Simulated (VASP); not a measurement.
The system is SnO.

```xyz
4
Lattice="3.3457 0.0000 0.0000 0.0000 5.7119 0.0000 0.0000 0.0000 3.9214" Properties=species:S:1:pos:R:3 pbc="T T T"
Sn    0.0000    1.3408    2.0663
Sn    1.6728    4.3711    0.1056
O     0.0000    5.0456    2.8354
O     1.6728    0.6662    0.8747
```

Base run:

| Property | Result |
| --- | --- |
| Program | VASP 6.6.1 |
| Functional | LDA |
| Potentials or basis | VASP PAW LDA potentials, release 64 (Sn_d, O) |
| Cutoff | 520 eV |
| k mesh | 8 × 6 × 6 |
| Occupations | gaussian, width 0.02 eV |
| Spin | no spin polarisation |

Its results: band gap on the k mesh 1.26 eV, indirect (least direct gap 1.87 eV); pressure -4.2 GPa; largest force 0.534 eV/Å.

The run is repeated on the same cell with these changes: functional from LDA to r2SCAN; potentials or basis from VASP PAW LDA potentials, release 64 (Sn_d, O) to VASP PAW PBE potentials, release 64 (Sn_d, O). What comes out?

Band gap on the k mesh 1.62 eV, indirect (least direct gap 2.22 eV); pressure -1.2 GPa; largest force 0.429 eV/Å.

Caveats: spin-orbit coupling is left out, which moves the levels of the heavy elements; the PAW data sets were made with another functional, which shifts forces and pressure a little (some runs).

A k mesh can miss the band edges.
